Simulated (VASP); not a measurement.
# Bi in VASP: notebook

Bi is run at these levels: PBEsol; tasks: single point, relaxation of cell and atoms.

Program: VASP 6.6.1. These are calculated values, not measurements. Logs are shortened: lines on timing, memory, paths and dates and some standing lists are left out, and cuts for length are marked.

## 1. The cell of the first run

The structure is orthorhombic, space group Fmmm (No. 69). Conventional cell: a = 4.330 Å, b = 5.011 Å, c = 5.556 Å, α = 90.00°, β = 90.00°, γ = 90.00°. Within 4.4 Å of Bi (site symmetry mmm) lie 14 Bi at 3.31 to 4.33 Å.

## 2. Single point, PBEsol

Contents of INCAR:

```
PREC = Accurate
ENCUT = 520
EDIFF = 1E-6
ISMEAR = 0
SIGMA = 0.1
LREAL = False
LASPH = True
NELM = 60
ALGO = Normal
ISIF = 2
LWAVE = False
LCHARG = False
GGA = PS
NBANDS = 14
```

Contents of KPOINTS:

```
regular mesh
0
Gamma
  6 6 6
```

Contents of POSCAR:

```
Bi
1.0
    0.0000000000      2.5055671273      2.7781329934
    2.1648020011      0.0000000000      2.7781329934
    2.1648020011      2.5055671273      0.0000000000
Bi
1
Direct
    0.0000000000      0.0000000000      0.0000000000
```

Potentials or basis: VASP PAW PBE potentials, release 64 (Bi_d).

Launch:

```
> cat potpaw_PBE.64/Bi_d/POTCAR > POTCAR
> mpirun -np 1 vasp_std > vasp.out
```

OUTCAR:

```text
PREC = Accurate
   ENCUT = 520
   EDIFF = 1E-6
   ISMEAR = 0
   LREAL = False
   LASPH = True
   NELM = 60
   ISIF = 2
   GGA = PS

 ion  position               nearest neighbor table
   1  0.000  0.000  0.000-

  LATTYP: Found a face centered orthorhombic cell.
 ALAT       =     4.3296040022
 B/A-ratio  =     1.1574116829
 C/A-ratio  =     1.2833196717

  Lattice vectors:

 A1 = (   0.0000000000,   2.5055671273,   2.7781329934)
 A2 = (   2.1648020011,   0.0000000000,   2.7781329934)
 A3 = (   2.1648020011,   2.5055671273,   0.0000000000)

Analysis of symmetry for initial positions (statically):
=====================================================================
 Subroutine PRICEL returns:
 Original cell was already a primitive cell.

 Routine SETGRP: Setting up the symmetry group for a
 face centered orthorhombic supercell.

 Subroutine GETGRP returns: Found  8 space group operations
 (whereof  8 operations were pure point group operations)
 out of a pool of  8 trial point group operations.

The static configuration has the point symmetry D_2h.

Analysis of symmetry for dynamics (positions and initial velocities):
=====================================================================
 Subroutine PRICEL returns:
 Original cell was already a primitive cell.

 Routine SETGRP: Setting up the symmetry group for a
 face centered orthorhombic supercell.

 Subroutine GETGRP returns: Found  8 space group operations
 (whereof  8 operations were pure point group operations)
 out of a pool of  8 trial point group operations.

The dynamic configuration has the point symmetry D_2h.

 Subroutine INISYM returns: Found  8 space group operations
 (whereof  8 operations are pure point group operations),
 and found     1 'primitive' translations

----------------------------------------------------------------------------------------

                                     Primitive cell

  volume of cell :      30.1375

  direct lattice vectors                    reciprocal lattice vectors
     0.000000000  2.505567127  2.778132993    -0.230968005  0.199555619  0.179976985
     2.164802001  0.000000000  2.778132993     0.230968005 -0.199555619  0.179976985
     2.164802001  2.505567127  0.000000000     0.230968005  0.199555619 -0.179976985

  length of vectors
     3.741108066  3.521986745  3.311228523     0.354345001  0.354345001  0.354345001

  position of ions in fractional coordinates (direct lattice)
[... 77 lines left out ...]
   EDIFF  = 0.1E-05   stopping-criterion for ELM
   LREAL  =      F    real-space projection
[... 7 lines left out ...]
   TEBEG  =    0.0;   TEEND  =   0.0 temperature during run
   PSTRESS=    0.0 pullay stress
   NELECT =      15.0000    total number of electrons
   NUPDOWN=      -1.0000    fix difference up-down
   EMIN   =  10.00;   EMAX   =-10.00  energy-range for DOS
   EFERMI =   0.00;   METHOD = LEGACY
   ISMEAR =     0;   SIGMA  =   0.10  broadening in eV -4-tet -1-fermi 0-gaus
   EFERMI_NEDOS =   21; number of points for ismear=-14 and -15
   IALGO  =     38    algorithm
   IMIX   =      4    mixing-type and parameters
     AMIX     =   0.40;   BMIX     =  1.00
     AMIX_MAG =   1.60;   BMIX_MAG =  1.00
  volume/ion in A,a.u.               =      30.14       203.38
  Fermi-wavevector in a.u.,A,eV,Ry     =   1.297387  2.451706 22.901499  1.683213
  Thomas-Fermi vector in A             =   2.428783
   LORBIT       =      0    0 simple, 1 ext, 2 COOP (PROOUT), +10 PAW based schemes
   GGA     = PS    functional components
   LHFCALC =     F    Hartree Fock is set to
   AEXX    =    0.0000 exact exchange contribution
   IVDW    =     0    specifies the selected vdW correction
   LEPSILON=     F    determine dielectric tensor
   LRPA    =     F    only Hartree local field effects (RPA)
 non-spin polarized calculation
 Gauss-broadening in eV      SIGMA  =   0.10
  energy-cutoff  :      520.00
  volume of cell :       30.14
 maximum number of plane-waves:       836
   NGX = 13   NGY = 13   NGZ = 13

 number of electron      14.9999999 magnetization

 Free energy of the ion-electron system (eV)
  ---------------------------------------------------
  ext. energy  EPLUGINS =         0.00000000
  ---------------------------------------------------
  free energy    TOTEN  =        -4.22100992 eV

  energy without entropy =       -4.22004165  energy(sigma->0) =       -4.22052578

 E-fermi :   8.1121     XC(G=0): -10.5885

 val. band max:        8.0678104123   @ k =   0.3333   0.5000   0.1667
 cond. band min:       8.2341526561   @ k =   0.5000   0.0000   0.5000
 fundamental gap:      0.1663422437
 Fermi energy:         8.1121082442

 k-point     1 :       0.0000    0.0000    0.0000
  band No.  band energies     occupation
      1     -14.8947      2.00000
      2     -14.8021      2.00000
      3     -14.7769      2.00000
      4     -14.7224      2.00000
      5     -14.6637      2.00000
      6      -5.6281      2.00000
      7      13.0543      0.00000
      8      13.3193      0.00000
      9      13.7057      0.00000
     10      17.3896      0.00000
     11      17.7814      0.00000
     12      18.6616      0.00000
     13      19.1783      0.00000
     14      19.6835      0.00000
[... 377 lines left out ...]
      1     -14.8400      2.00000
      2     -14.7817      2.00000
      3     -14.7186      2.00000
      4     -14.6809      2.00000
      5     -14.6635      2.00000
      6      -3.1638      2.00000
      7       5.5078      2.00000
      8       8.4529      0.00000
      9       9.3593      0.00000
     10      16.6427      0.00000
     11      18.1982      0.00000
     12      18.8412      0.00000
     13      22.5082      0.00000
     14      23.1175      0.00000

 [... further k-points ...]

------------------------ aborting loop because EDIFF is reached ----------------------------------------

  FORCE on cell =-STRESS in cart. coord.  units (eV):
  Direction    XX          YY          ZZ          XY          YZ          ZX
  --------------------------------------------------------------------------------------
  -------------------------------------------------------------------------------------
  Total       -0.0368433     -0.0363462     -0.0303894      0.0000000      0.0000000      0.0000000
  in kB       -1.9586705     -1.9322453     -1.6155713      0.0000000      0.0000000      0.0000000
  external PRESSURE =      -1.8354957 kB  Pullay stress =       0.0000000 kB

 VOLUME and BASIS-vectors are now :
 -----------------------------------------------------------------------------
  energy-cutoff  :      520.00
  volume of cell :       30.14
      direct lattice vectors                 reciprocal lattice vectors
     0.000000000  2.505567127  2.778132993    -0.230968005  0.199555619  0.179976985
     2.164802001  0.000000000  2.778132993     0.230968005 -0.199555619  0.179976985
     2.164802001  2.505567127  0.000000000     0.230968005  0.199555619 -0.179976985

 POSITION                                       TOTAL-FORCE (eV/Angst)
 -----------------------------------------------------------------------------------
      0.00000      0.00000      0.00000         0.000000      0.000000      0.000000
 -----------------------------------------------------------------------------------
    total drift:                               -0.000000     -0.000000     -0.000000

  FREE ENERGIE OF THE ION-ELECTRON SYSTEM (eV)
  ---------------------------------------------------
  free  energy   TOTEN  =        -4.2210099184 eV

  energy  without entropy=       -4.2200416469  energy(sigma->0) =       -4.22052578
```

OSZICAR:

```text
N       E                     dE             d eps       ncg     rms          rms(c)
DAV:   1     0.114152197983E+03    0.11415E+03   -0.76267E+03  1294   0.125E+03
DAV:   2     0.224603501021E+01   -0.11191E+03   -0.10829E+03  1396   0.339E+02
DAV:   3    -0.407703541568E+01   -0.63231E+01   -0.63040E+01  1642   0.789E+01
DAV:   4    -0.422381709292E+01   -0.14678E+00   -0.14675E+00  1668   0.127E+01
DAV:   5    -0.423023468190E+01   -0.64176E-02   -0.64172E-02  1876   0.243E+00    0.497E-01
DAV:   6    -0.422299605605E+01    0.72386E-02   -0.96318E-03  1722   0.141E+00    0.279E-01
DAV:   7    -0.422105776874E+01    0.19383E-02   -0.56918E-03  1696   0.106E+00    0.834E-02
DAV:   8    -0.422101164462E+01    0.46124E-04   -0.52167E-04  1672   0.341E-01    0.926E-03
DAV:   9    -0.422101016236E+01    0.14823E-05   -0.15542E-05  1790   0.551E-02    0.400E-03
DAV:  10    -0.422100991836E+01    0.24400E-06   -0.10027E-06  1286   0.134E-02
   1 F= -.42210099E+01 E0= -.42205258E+01  d E =-.968271E-03
```

It took 14 s on 1 thread of Intel Xeon 6975P-C (Granite Rapids), shared host; peak memory 0.16 GiB.

What came out:

```yaml
Free_energy: -4.2210 eV
Pressure: -0.2 GPa
Band_gap_on_the_k_mesh: zero (an odd number of electrons rules out a gap without spin polarisation)
```

Caveat: the k points lie up to 0.37 Å⁻¹ apart, too coarse for converged energies and pressures of a metal; the PAW data sets were made with another functional, which shifts forces and pressure a little; spin-orbit coupling is left out, which moves the levels of the heavy elements.

## 3. Relaxation of cell and atoms, PBEsol

Contents of INCAR:

```
PREC = Accurate ; ENCUT = 600
EDIFF = 1E-6 ; ISMEAR = 0
SIGMA = 0.1 ; LREAL = F
LASPH = T ; NELM = 60
ALGO = Fast ; ISIF = 3
LWAVE = F ; LCHARG = F
GGA = PS ; IBRION = 2
NSW = 90 ; EDIFFG = -0.04
```

KPOINTS is that of step 2.

Contents of POSCAR:

```
Bi
1.0
    0.0000000000      2.4506290061      2.7801192391
    2.2102748063      0.0000000000      2.7801192391
    2.2102748063      2.4506290061      0.0000000000
Bi
1
Direct
    0.0000000000      0.0000000000      0.0000000000
```

Potentials or basis: VASP PAW PBE potentials, release 64 (Bi_d).

Launch:

```
> cat potpaw_PBE.64/Bi_d/POTCAR > POTCAR
> mpirun -np 1 vasp_std > vasp.out
```

It took 55 s on 1 thread of Intel Xeon 6975P-C (Granite Rapids), shared host; peak memory 0.16 GiB.

Results (log left out):

| Quantity | Value |
| --- | --- |
| Free energy | -4.2212 eV |
| Relaxed volume | 30.07 Å³/atom |
| Relaxed cell | a = 3.738 Å, b = 3.518 Å, c = 3.310 Å, α = 66.31°, β = 59.53°, γ = 54.16° |
| Space group after relaxing (to 0.1 Å) | Fmmm (No. 69) |
| Energy gained by relaxing | 4.6 meV/atom |
| Ionic steps | 7 |
| Pressure after relaxing | -0.1 GPa |
| Band gap on the k mesh | zero (an odd number of electrons rules out a gap without spin polarisation) |

Stress tensor (GPa, compression positive):
```
-0.09  0.00  0.00
 0.00 -0.12  0.00
 0.00  0.00 -0.01
```

The path:
```tsv
step	energy change (eV)	largest force (eV/Å)	pressure (GPa)	volume (Å³)
1	0.0000	0.0000	0.07	30.12
2	-0.0028	0.0000	-0.14	30.17
3	-0.0043	0.0000	-0.34	30.24
4	-0.0044	0.0000	-0.32	30.23
5	-0.0044	0.0000	-0.31	30.23
6	-0.0044	0.0000	0.35	29.92
7	-0.0046	0.0000	-0.07	30.07
```

Final structure:
```xyz
1
Lattice="0.0000 2.5049 2.7750 2.1630 0.0000 2.7750 2.1630 2.5049 0.0000" Properties=species:S:1:pos:R:3 pbc="T T T"
Bi    0.0000    0.0000    0.0000
```

Levels at points of the mesh, in eV from the Fermi level:
```csv
k point,band 4,band 5,band 6,band 7,band 8,band 9,band 10,band 11
"(0.00, 0.00, 0.00)",-22.83,-22.77,-13.75,4.97,5.22,5.61,9.31,9.67
"(0.50, 0.00, 0.00)",-22.78,-22.71,-10.63,-5.35,1.98,4.64,6.41,9.16
"(0.50, 0.50, 0.00)",-22.75,-22.72,-10.67,-5.20,1.66,2.51,5.72,6.87
"(0.50, 0.00, 0.50)",-22.77,-22.66,-9.50,-4.71,0.13,1.84,4.53,6.06
"(0.00, 0.50, 0.50)",-22.74,-22.67,-8.46,-3.28,-1.35,-0.45,3.34,4.31
```

Caveat: the k points lie up to 0.37 Å⁻¹ apart in the final cell, too coarse for converged energies and pressures of a metal; the PAW data sets were made with another functional, which shifts forces and pressure a little; spin-orbit coupling is left out, which moves the levels of the heavy elements.

## 4. Single point, PBEsol

This run uses another cell than the first one: it holds 4 atoms, not 1.

Contents of INCAR:

```
PREC = Accurate
ENCUT = 520
EDIFF = 1E-6
ISMEAR = 0
SIGMA = 0.1
LREAL = False
LASPH = True
NELM = 60
ALGO = Fast
ISIF = 2
LWAVE = False
LCHARG = False
GGA = PS
NBANDS = 38
```

Contents of KPOINTS:

```
Automatic mesh
0
Gamma
  4 4 2
```

Contents of POSCAR:

```
Bi
1.0
    2.7801192391     -2.2102748063      0.0000000000
    2.7801192391      2.2102748063      0.0000000000
    0.0000000000      0.0000000000      9.8025160243
Bi
4
Direct
    0.7504129312      0.2495870688      0.1250408404
    0.7495870688      0.2504129312      0.6250408404
    0.2495870688      0.7504129312      0.8749591596
    0.2504129312      0.7495870688      0.3749591596
```

Launch:

```
> cat potpaw_PBE.64/Bi_d/POTCAR > POTCAR
> mpirun -np 1 vasp_std > vasp.out
```

Run time: 60 s. Hardware: 1 thread of Intel Xeon 6975P-C (Granite Rapids), shared host; peak memory 0.24 GiB.

It converged, with:

| Property | Result |
| --- | --- |
| Free energy | -16.9507 eV |
| Pressure | 0.2 GPa |
| Largest force | 0.006 eV/Å |
| Band gap on the k mesh | zero (bands 30 and 31 overlap by 3.21 eV) |

Forces on the atoms (eV/Å):
```
Bi   0.000  0.005 -0.003
Bi   0.000 -0.005 -0.003
Bi   0.000 -0.005  0.003
Bi   0.000  0.005  0.003
```

Stress tensor (GPa, compression positive):
```
0.23 0.00 0.00
0.00 0.10 0.00
0.00 0.00 0.18
```

Levels at points of the mesh, in eV from the Fermi level:
```csv
k point,band 28,band 29,band 30,band 31,band 32,band 33
"(0.00, 0.00, 0.00)",0.14,1.24,1.58,1.58,2.67,2.67
"(0.50, 0.00, 0.00)",-2.83,-1.22,-1.22,1.75,1.75,2.14
"(0.50, 0.50, 0.00)",-3.68,-1.89,-1.89,-1.43,-0.91,-0.91
"(0.00, 0.00, 0.50)",0.13,1.62,1.62,3.26,3.26,3.64
"(0.50, 0.00, 0.50)",-4.62,0.92,0.92,0.92,0.92,2.77
"(0.50, 0.50, 0.50)",-3.28,-1.76,-1.76,-1.51,-1.51,0.11
```

Caveat: the k points lie up to 0.45 Å⁻¹ apart, too coarse for converged energies and pressures of a metal; the PAW data sets were made with another functional, which shifts forces and pressure a little; spin-orbit coupling is left out, which moves the levels of the heavy elements.

## 5. Overview

```tsv
task	cell	k mesh	cutoff (eV)	gap on the mesh (eV)	pressure (GPa)
single point	a = 3.741, b = 3.522, c = 3.311 Å, angles 66.3, 59.6, 54.1°, 1 atom, atomic positions A	6 × 6 × 6	520	none	-0.2
relaxation of cell and atoms	relaxed from a = 3.706, b = 3.552, c = 3.300 Å, angles 65.4, 60.6, 54.0°, 1 atom, atomic positions A	6 × 6 × 6	600	none	-0.1
single point	a = 3.552, b = 3.552, c = 9.803 Å, angles 90.0, 90.0, 77.0°, 4 atoms, atomic positions B	4 × 4 × 2	520	none	0.2
```

Alike in all rows: level PBEsol; potentials or basis VASP PAW PBE potentials, release 64 (Bi_d); no spin polarisation; smearing gaussian 0.1 eV.

Caveats: all runs use coarse meshes; the PAW data sets were made with another functional, which shifts forces and pressure a little; spin-orbit coupling is left out, which moves the levels of the heavy elements.

Total energies depend on the potentials used, so only differences within one code and one set of settings carry meaning.

The gap in the log of VASP goes by the Fermi energy; the results here count the filled bands.